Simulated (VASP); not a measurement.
The system is HgTe.

```xyz
4
Lattice="4.8195 0.0000 0.0000 -2.4098 4.1738 0.0000 0.0000 0.0000 7.1962" Properties=species:S:1:pos:R:3 pbc="T T T"
Hg    0.0000    2.7825    1.7991
Hg    2.4098    1.3913    5.3972
Te    2.4098    1.3913    1.7991
Te    0.0000    2.7825    5.3972
```

Base run:

```yaml
Program: VASP 6.6.1
Functional: PBE
Potentials_or_basis: VASP PAW PBE potentials, release 64 (Hg, Te)
Cutoff: 520 eV
k_mesh: 6 × 6 × 4
Occupations: fermi-dirac, width 0.02 eV
Spin: no spin polarisation
```

Its results: band gap on the k mesh zero (band 18 reaches 2.17 eV, above the bottom of band 19 at 2.04 eV); pressure 1.3 GPa.

Question: The run is repeated on the same cell with these changes: functional from PBE to r2SCAN. What comes out?

Answer: Band gap on the k mesh zero (band 18 reaches 1.90 eV, above the bottom of band 19 at 1.80 eV); pressure 0.1 GPa.

Caveats: spin-orbit coupling is left out, which moves the levels of the heavy elements; the PAW data sets were made with another functional, which shifts forces and pressure a little (some runs).
